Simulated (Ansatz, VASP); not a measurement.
## Two plane-wave programs on O

Contents of INCAR:

```
ALGO = Normal
EDIFF = 1E-8
ENCUT = 520
GGA = PE
ISIF = 2
ISMEAR = -1
LASPH = True
LCHARG = False
LEFG = True
LREAL = False
LWAVE = False
NBANDS = 13
NELM = 100
PREC = Accurate
SIGMA = 0.03
```

The input KPOINTS:

```
k-points
0
Gamma
  10 10 10
```

Contents of POSCAR:

```
O
1.0
    1.4233500000      0.8217715057      3.4083000000
   -1.4233500000      0.8217715057      3.4083000000
    0.0000000000     -1.6435430113      3.4083000000
O
2
Direct
    0.0577000000      0.0577000000      0.0577000000
    0.9423000000      0.9423000000      0.9423000000
```

Input for Ansatz:

```yaml
crystal:
  lattice:
    - [1.42335, 0.8217715057, 3.4083]
    - [-1.42335, 0.8217715057, 3.4083]
    - [0.0, -1.6435430113, 3.4083]
  atoms:
    - { symbol: O, position: [0.0577, 0.0577, 0.0577] }
    - { symbol: O, position: [0.9423, 0.9423, 0.9423] }
kpoints:
  mp_grid: { grid: [10, 10, 10] }
scf:
  occupations: { method: fermi_dirac, width: 0.03 }
hamiltonian:
  xc: pbe
  pseudopotentials: { kind: paw }
output:
  forces: true
  stress: true
  eigenvalues: true
  efg: { contact_densities: true }
  populations: true
  write_density: true
  write_potential: true
  elf: true
  volumetric_format: npy
```

Change from the starting cell: shortest bond scaled by 1, PAW files.

Alike in both runs: task electric field gradients; functional PBE; k mesh 10 × 10 × 10; occupations fermi-dirac, width 0.03 eV; no spin polarisation.

```csv
,VASP,Ansatz
version,VASP 6.6.1,Ansatz 0.2.0
potentials or method,"VASP PAW PBE potentials, release 64 (O)","PAW with Ansatz's default frozen-core files, scalar-relativistic"
plane-wave cutoff (eV),520,420
valence electrons in the cell,12,12
```

|  | VASP | Ansatz | Ansatz less VASP |
| --- | --- | --- | --- |
| pressure (GPa) | 9.4 | 5.3 | -4.05 |
| traceless stress, the component that is largest in VASP (GPa) | 31.22 | 22.41 | -8.807 |
| rms of the force components (eV/Å) | 2.480 | 1.497 | -0.9830 |
| size of Vzz on the site where it differs most (V/Å²) | 118.6 | 117.5 | -1.09 |

Atom by atom the forces differ by 0.983 eV/Å (rms over components).

Noted on VASP's run: the standard files for N, O and F lose accuracy on very short bonds; spin is off for a triplet molecule.
